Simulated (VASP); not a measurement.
TaN, 8 atoms in the cell. It takes space group Pmm2 (No. 25, orthorhombic). Conventional cell: a = 2.851 Å, b = 2.907 Å, c = 9.819 Å, α = 90.00°, β = 90.00°, γ = 90.00°. Within 2.7 Å of Ta (site symmetry mm2) lie 6 N at 2.02 to 2.20 Å and 2 Ta at 2.69 Å. Ta (site symmetry mm2) has 6 N at 2.20 Å and 8 Ta at 2.69 to 2.91 Å within 3.0 Å. Within 3.0 Å of Ta (site symmetry mm2) lie 6 N at 2.20 Å and 8 Ta at 2.85 to 2.91 Å. Within 3.0 Å of Ta (site symmetry mm2) lie 6 N at 2.20 Å and 8 Ta at 2.85 to 2.91 Å. Within 3.0 Å of N (site symmetry mm2) lie 6 Ta at 2.20 Å and 8 N at 2.69 to 2.91 Å. N (site symmetry mm2) has 6 Ta at 2.02 to 2.20 Å and 2 N at 2.69 Å within 2.7 Å. Within 3.0 Å of N (site symmetry mm2) lie 6 Ta at 2.20 Å and 8 N at 2.85 to 2.91 Å. Within 3.0 Å of N (site symmetry mm2) lie 6 Ta at 2.20 Å and 8 N at 2.85 to 2.91 Å. 

| Property | Result |
| --- | --- |
| Program | VASP 6.6.1 |
| Task | single point |
| Functional | LDA |
| Potentials or basis | VASP PAW LDA potentials, release 64 (Ta_pv, N) |
| Cutoff | 520 eV |
| k mesh | 15 × 15 × 5 |
| Occupations | gaussian, width 0.15 eV |
| Spin | no spin polarisation |
| Dipole correction | no |
| Further INCAR settings | ALGO = Normal; EDIFF = 1e-06; NBANDS = 42 |

Potentials or basis: VASP PAW LDA potentials, release 64 (Ta_pv, N).

Run with:

```sh
$ cat potpaw_LDA.64/Ta_pv/POTCAR potpaw_LDA.64/N/POTCAR > POTCAR
$ mpirun -np 1 vasp_std > vasp.out
```

Hardware: 1 thread of Intel Xeon 8259CL, on a shared host.

Task: How long does it take, and how much memory?

Result: It took 14 min on 1 thread of Intel Xeon 8259CL, with other jobs on the host, peak memory 0.54 GiB. Counts: scf iterations 14, k points 192.
